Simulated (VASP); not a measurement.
# TaN in VASP: further runs

The runs below take TaN through single point, with PBE.

Everything below comes from runs of VASP 6.6.1. Logs are shortened: lines on timing, memory, paths and dates and some standing lists are left out, and cuts for length are marked.

## 1. The cell of the first run

The cell holds a slab with vacuum, 16 atoms: a = 3.082 Å, b = 4.358 Å, c = 27.785 Å, α = 90.00°, β = 90.00°, γ = 90.00°.

## 2. Single point, PBE

INCAR reads:

```
ALGO     = Fast           # electronic algorithm
DIPOL    = 0.5 0.5 0.503
EDIFF    = 1E-7           # SCF threshold, eV
ENCUT    = 520            # plane-wave cutoff, eV
GGA      = PE             # functional
IDIPOL   = 3            
ISIF     = 2              # what is computed and relaxed
ISMEAR   = 0              # smearing method
LASPH    = True           # aspherical terms in the spheres
LCHARG   = True           # write CHGCAR
LDIPOL   = True         
LELF     = True           # ELF
LREAL    = Auto         
LVACPOTAV= True         
LVHAR    = True         
LWAVE    = False          # write WAVECAR
NBANDS   = 78             # bands
NELM     = 60             # most SCF steps
PREC     = Accurate       # precision mode
SIGMA    = 0.05           # smearing width, eV
```

KPOINTS reads:

```
k-points
0
Gamma
  16 12 1
```

POSCAR reads:

```
TaN
1.0
    3.0815713500      0.0000000000      0.0000000000
    0.0000000000      4.3580000000      0.0000000000
    0.0000000000      0.0000000000     27.7854995720
Ta N
8 8
Direct
    0.5000000000      0.0000000000      0.3059149604
    0.0000000000      0.5000000000      0.3613678273
    0.5000000000      0.0000000000      0.4168206943
    0.0000000000      0.5000000000      0.4722735613
    0.5000000000      0.0000000000      0.5345421747
    0.0000000000      0.5000000000      0.5850829224
    0.5000000000      0.0000000000      0.6539783281
    0.0000000000      0.5000000000      0.6972894056
    0.5000000000      0.5000000000      0.3059149604
    0.0000000000      0.0000000000      0.3613678273
    0.5000000000      0.5000000000      0.4168206943
    0.0000000000      0.0000000000      0.4722735613
    0.5000000000      0.5000000000      0.5293802581
    0.0000000000      0.0000000000      0.5928644710
    0.5000000000      0.5000000000      0.6431485227
    0.0000000000      0.0000000000      0.7066283873
```

Potentials or basis: VASP PAW PBE potentials, release 64 (Ta_pv, N).

The run is started by

```console
$ cat potpaw_PBE.64/Ta_pv/POTCAR potpaw_PBE.64/N/POTCAR > POTCAR
$ mpirun -np 1 vasp_std > vasp.out
```

OUTCAR:

```text
EDIFF = 1E-7
   ENCUT = 520
   GGA = PE
   ISIF = 2
   ISMEAR = 0
   LASPH = True
   LREAL = Auto
   NELM = 60
   PREC = Accurate

 ion  position               nearest neighbor table
   1  0.500  0.000  0.306-  10 2.18  10 2.18   9 2.18   9 2.18   3 3.08   2 3.08   2 3.08   2 3.08
                             2 3.08
   2  0.000  0.500  0.361-   9 2.18   9 2.18  11 2.18  11 2.18  10 2.18  10 2.18   4 3.08   1 3.08
                             1 3.08   1 3.08   1 3.08   3 3.08   3 3.08   3 3.08   3 3.08
   3  0.500  0.000  0.417-  10 2.18  12 2.18  10 2.18  12 2.18  11 2.18  11 2.18   1 3.08   4 3.08
                             4 3.08   2 3.08   4 3.08   2 3.08   2 3.08   2 3.08   4 3.08   5 3.27
   4  0.000  0.500  0.472-  11 2.18  11 2.18  12 2.18  12 2.18  13 2.21  13 2.21   2 3.08   3 3.08
                             3 3.08   3 3.08   3 3.08   6 3.13   5 3.18   5 3.18   5 3.18   5 3.18
   5  0.500  0.000  0.535-  13 2.18  13 2.18  14 2.24  14 2.24  12 2.32  12 2.32   6 3.02   6 3.02
                             6 3.02   6 3.02   4 3.18   4 3.18   4 3.18   4 3.18   3 3.27   7 3.32
   6  0.000  0.500  0.585-  13 2.18  13 2.18  14 2.19  14 2.19  15 2.23  15 2.23   5 3.02   5 3.02
                             5 3.02   5 3.02   8 3.12   4 3.13   7 3.28   7 3.28   7 3.28   7 3.28
   7  0.500  0.000  0.654-  16 2.12  16 2.12  15 2.20  15 2.20  14 2.29  14 2.29   8 2.93   8 2.93
                             8 2.93   8 2.93   6 3.28   6 3.28   6 3.28   6 3.28   5 3.32
   8  0.000  0.500  0.697-  15 2.15  15 2.15  16 2.19  16 2.19   7 2.93   7 2.93   7 2.93   7 2.93
                             6 3.12
   9  0.500  0.500  0.306-   2 2.18   2 2.18   1 2.18   1 2.18
  10  0.000  0.000  0.361-   1 2.18   1 2.18   3 2.18   3 2.18   2 2.18   2 2.18
  11  0.500  0.500  0.417-   2 2.18   4 2.18   2 2.18   4 2.18   3 2.18   3 2.18
  12  0.000  0.000  0.472-   3 2.18   3 2.18   4 2.18   4 2.18   5 2.32   5 2.32
  13  0.500  0.500  0.529-   5 2.18   5 2.18   6 2.18   6 2.18   4 2.21   4 2.21
  14  0.000  0.000  0.593-   6 2.19   6 2.19   5 2.24   5 2.24   7 2.29   7 2.29
  15  0.500  0.500  0.643-   8 2.15   8 2.15   7 2.20   7 2.20   6 2.23   6 2.23
  16  0.000  0.000  0.707-   7 2.12   7 2.12   8 2.19   8 2.19

  LATTYP: Found a simple orthorhombic cell.
 ALAT       =     3.0815713500
 B/A-ratio  =     1.4142135635
 C/A-ratio  =     9.0166659850

  Lattice vectors:

 A1 = (   3.0815713500,   0.0000000000,   0.0000000000)
 A2 = (   0.0000000000,   4.3580000000,   0.0000000000)
 A3 = (   0.0000000000,   0.0000000000,  27.7854995720)

Analysis of symmetry for initial positions (statically):
=====================================================================
 Subroutine PRICEL returns:
 Original cell was already a primitive cell.

 Routine SETGRP: Setting up the symmetry group for a
 simple orthorhombic supercell.

 Subroutine GETGRP returns: Found  4 space group operations
 (whereof  4 operations were pure point group operations)
 out of a pool of  8 trial point group operations.

The static configuration has the point symmetry C_2v.

Analysis of symmetry for dynamics (positions and initial velocities):
=====================================================================
 Subroutine PRICEL returns:
 Original cell was already a primitive cell.

 Routine SETGRP: Setting up the symmetry group for a
 simple orthorhombic supercell.

 Subroutine GETGRP returns: Found  4 space group operations
 (whereof  4 operations were pure point group operations)
 out of a pool of  8 trial point group operations.

The dynamic configuration has the point symmetry C_2v.

 Subroutine INISYM returns: Found  4 space group operations
 (whereof  4 operations are pure point group operations),
 and found     1 'primitive' translations

----------------------------------------------------------------------------------------

                                     Primitive cell

  volume of cell :     373.1450

  direct lattice vectors                    reciprocal lattice vectors
     3.081571350  0.000000000  0.000000000     0.324509767  0.000000000  0.000000000
     0.000000000  4.358000000  0.000000000     0.000000000  0.229463056  0.000000000
     0.000000000  0.000000000 27.785499572     0.000000000  0.000000000  0.035989995

  length of vectors
     3.081571350  4.358000000 27.785499572     0.324509767  0.229463056  0.035989995

  position of ions in fractional coordinates (direct lattice)
     0.500000000  0.000000000  0.305914960
     0.000000000  0.500000000  0.361367827
     0.500000000  0.000000000  0.416820694
     0.000000000  0.500000000  0.472273561
     0.500000000  0.000000000  0.534542175
     0.000000000  0.500000000  0.585082922
[... 49 lines left out ...]
     0.000000000  0.000000000  0.000000000

 Subroutine IBZKPT returns following result:
 ===========================================

 Found     63 irreducible k-points:

 Following reciprocal coordinates:
            Coordinates               Weight
  0.000000  0.000000  0.000000      1.000000
  0.062500  0.000000  0.000000      2.000000
  0.125000  0.000000  0.000000      2.000000
  0.187500  0.000000  0.000000      2.000000
  0.250000  0.000000  0.000000      2.000000
  0.312500  0.000000  0.000000      2.000000
[... 16 lines left out ...]
  0.250000  0.166667  0.000000      4.000000
  0.312500  0.166667  0.000000      4.000000
 [... further k-points ...]
   k-points           NKPTS =     63   k-points in BZ     NKDIM =     63   number of bands    NBANDS=     78
   number of dos      NEDOS =    301   number of ions     NIONS =     16
   total plane-waves  NPLWV = 161280
   dimension x,y,z NGX =    24 NGY =   32 NGZ =  210
   dimension x,y,z NGXF=    48 NGYF=   64 NGZF=  420
   ions per type =               8   8
   NGX,Y,Z   is equivalent  to a cutoff of  12.95, 12.21, 12.56 a.u.
   NGXF,Y,Z  is equivalent  to a cutoff of  25.90, 24.41, 25.13 a.u.
 SYSTEM =  unknown system
   PREC   = accura    normal or accurate (medium, high low for compatibility)
   ISTART =      0    job   : 0-new  1-cont  2-samecut
   ICHARG =      2    charge: 1-file 2-atom 10-const
   ISPIN  =      1    spin polarized calculation?
   LNONCOLLINEAR =      F non collinear calculations
   LSORBIT =      F    spin-orbit coupling
   LASPH  =      T    aspherical Exc in radial PAW
   ENCUT  =  520.0 eV  38.22 Ry    6.18 a.u.   5.73  8.10 51.66*2*pi/ulx,y,z
   NELM   =     60;   NELMIN=  2; NELMDL= -5     # of ELM steps
   EDIFF  = 0.1E-06   stopping-criterion for ELM
   LREAL  =      T    real-space projection
   EDIFFG = 0.1E-05   stopping-criterion for IOM
   NSW    =      0    number of steps for IOM
   IBRION =     -1    ionic relax: 0-MD 1-quasi-New 2-CG
   NFREE  =      0    steps in history (QN), initial steepest desc. (CG)
   ISIF   =      2    stress and relaxation
   ISYM   =      2    0-nonsym 1-usesym 2-fastsym
   POTIM  = 0.5000    time-step for ionic-motion
   TEBEG  =    0.0;   TEEND  =   0.0 temperature during run
   PSTRESS=    0.0 pullay stress
   NELECT =     128.0000    total number of electrons
   NUPDOWN=      -1.0000    fix difference up-down
   EMIN   =  10.00;   EMAX   =-10.00  energy-range for DOS
   EFERMI =   0.00;   METHOD = LEGACY
   ISMEAR =     0;   SIGMA  =   0.05  broadening in eV -4-tet -1-fermi 0-gaus
   EFERMI_NEDOS =   21; number of points for ismear=-14 and -15
   IALGO  =     68    algorithm
   IMIX   =      4    mixing-type and parameters
     AMIX     =   0.40;   BMIX     =  1.00
     AMIX_MAG =   1.60;   BMIX_MAG =  1.00
  volume/ion in A,a.u.               =      23.32       157.38
  Fermi-wavevector in a.u.,A,eV,Ry     =   1.146003  2.165631 17.868830  1.313322
  Thomas-Fermi vector in A             =   2.282689
   LORBIT       =      0    0 simple, 1 ext, 2 COOP (PROOUT), +10 PAW based schemes
   GGA     = PE    functional components
   LHFCALC =     F    Hartree Fock is set to
   AEXX    =    0.0000 exact exchange contribution
   IVDW    =     0    specifies the selected vdW correction
   LEPSILON=     F    determine dielectric tensor
   LRPA    =     F    only Hartree local field effects (RPA)
 non-spin polarized calculation
 RMM-DIIS sequential band-by-band and
 Gauss-broadening in eV      SIGMA  =   0.05
  energy-cutoff  :      520.00
  volume of cell :      373.15
 maximum number of plane-waves:     10113
 NGX is ok and might be reduce to    24
   NGX = 11   NGY = 17   NGZ =103

 dipolmoment           0.000000      0.000000      0.004658 electrons x Angstroem

 number of electron     128.0000042 magnetization

 dipolmoment           0.000000      0.000000     -0.011360 electrons x Angstroem

 Free energy of the ion-electron system (eV)
  ---------------------------------------------------
  ext. energy  EPLUGINS =         0.00000000
  ---------------------------------------------------
  free energy    TOTEN  =      -171.08258046 eV

  energy without entropy =     -171.06933394  energy(sigma->0) =     -171.07595720

 E-fermi :   1.8659     XC(G=0):  -6.9310

 val. band max:        1.8645002307   @ k =   0.3125   0.5000   0.0000
 cond. band min:       1.8695919802   @ k =   0.1875   0.2500   0.0000
 fundamental gap:      0.0050917494
 Fermi energy:         1.8658779906

 k-point     1 :       0.0000    0.0000    0.0000
  band No.  band energies     occupation
      1     -34.5504      2.00000
      2     -34.4621      2.00000
      3     -34.3883      2.00000
      4     -34.3718      2.00000
      5     -34.2703      2.00000
      6     -34.2000      2.00000
[... 1885 lines left out ...]
     75       4.2626      0.00000
     76       4.4966      0.00000

 [... further k-points ...]

 [bands above 76 left out]

------------------------ aborting loop because EDIFF is reached ----------------------------------------

  FORCE on cell =-STRESS in cart. coord.  units (eV):
  Direction    XX          YY          ZZ          XY          YZ          ZX
  --------------------------------------------------------------------------------------
  -------------------------------------------------------------------------------------
  Total        6.1066479     -8.0378004      1.2417401      0.0000000      0.0000000      0.0000000
  in kB       26.2201879    -34.5120005      5.3316745      0.0000000      0.0000000      0.0000000
  external PRESSURE =      -0.9867127 kB  Pullay stress =       0.0000000 kB

 VOLUME and BASIS-vectors are now :
 -----------------------------------------------------------------------------
  energy-cutoff  :      520.00
  volume of cell :      373.15
      direct lattice vectors                 reciprocal lattice vectors
     3.081571350  0.000000000  0.000000000     0.324509767  0.000000000  0.000000000
     0.000000000  4.358000000  0.000000000     0.000000000  0.229463056  0.000000000
     0.000000000  0.000000000 27.785499572     0.000000000  0.000000000  0.035989995

 POSITION                                       TOTAL-FORCE (eV/Angst)
 -----------------------------------------------------------------------------------
      1.54079      0.00000      8.50000         0.000000      0.000000      1.375644
      0.00000      2.17900     10.04079         0.000000      0.000000     -1.394753
      1.54079      0.00000     11.58157         0.000000      0.000000      0.266676
      0.00000      2.17900     13.12236         0.000000      0.000000     -0.042238
      1.54079      0.00000     14.85252         0.000000      0.000000     -0.035247
      0.00000      2.17900     16.25682         0.000000      0.000000     -0.204894
[... 8 lines left out ...]
      1.54079      2.17900     17.87020         0.000000      0.000000      0.044866
      0.00000      0.00000     19.63402         0.000000      0.000000     -0.069666
 -----------------------------------------------------------------------------------
    total drift:                                0.000000      0.000000     -0.005010

  FREE ENERGIE OF THE ION-ELECTRON SYSTEM (eV)
  ---------------------------------------------------
  free  energy   TOTEN  =      -171.0825804585 eV

  energy  without entropy=     -171.0693339380  energy(sigma->0) =     -171.07595720

 vacuum level on the upper side and lower side of the slab         6.156         6.309
```

Run time: 2.5 h. Hardware: 1 thread of Oxide Virtual Turin-like, shared host; peak memory 1.1 GiB.

Results:

```
Free energy            : -171.0826 eV
Largest force          : 1.395 eV/Å
Band gap on the k mesh : zero (bands 64 and 65 overlap by 1.72 eV)
```

Forces on the atoms (eV/Å):
```
Ta   0.000  0.000  1.376
Ta   0.000  0.000 -1.395
Ta   0.000  0.000  0.267
Ta   0.000  0.000 -0.042
Ta   0.000  0.000 -0.035
Ta   0.000  0.000 -0.205
Ta   0.000  0.000 -0.126
Ta   0.000  0.000  0.197
N    0.000  0.000 -0.407
N    0.000  0.000 -0.849
N    0.000  0.000  0.375
N    0.000  0.000  0.781
N    0.000  0.000 -0.017
N    0.000  0.000  0.106
N    0.000  0.000  0.045
N    0.000  0.000 -0.070
```

Caveat: spin-orbit coupling is left out, which moves the levels of the heavy elements.

[end of part 1 of 2]
